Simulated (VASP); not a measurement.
A run of VASP 6.6.1 is set up as follows.

Contents of INCAR:

```
SYSTEM = Ca3Nb
PREC     = Accurate       ! precision mode
ENCUT    = 520            ! plane-wave cutoff, eV
EDIFF    = 1E-6           ! SCF threshold, eV
ISMEAR   = 0              ! smearing method
SIGMA    = 0.1            ! smearing width, eV
LREAL    = .False.        ! projectors in reciprocal space
LASPH    = .True.         ! aspherical terms in the spheres
NELM     = 60             ! most SCF steps
ALGO     = Normal         ! electronic algorithm
ISIF     = 2              ! what is computed and relaxed
LWAVE    = .False.        ! write WAVECAR
LCHARG   = .False.        ! write CHGCAR
GGA      = PE             ! functional
NBANDS   = 30             ! bands
```

KPOINTS

```
Automatic mesh
0
Gamma
  4 4 4
  0 0 0
```

File POSCAR:

```
Ca3Nb
1.0
    4.9791377012      0.0000000000      0.0000000000
    0.0000000000      4.9791377012      0.0000000000
    0.0000000000      0.0000000000      4.9791377012
Ca Nb
3 1
Direct
    0.0000000000      0.5000000000      0.5000000000
    0.5000000000      0.0000000000      0.5000000000
    0.5000000000      0.5000000000      0.0000000000
    0.0000000000      0.0000000000      0.0000000000
```

Potentials or basis: VASP PAW PBE potentials, release 64 (Ca_sv, Nb_sv).

Run with:

```bash
$ cat potpaw_PBE.64/Ca_sv/POTCAR potpaw_PBE.64/Nb_sv/POTCAR > POTCAR
$ mpirun -np 1 vasp_std > vasp.out
```

Question: What does it give for the band gap on the k mesh?

Answer: Zero (an odd number of electrons rules out a gap without spin polarisation).

Question: What does it give for the pressure?

Answer: 0.1 GPa.
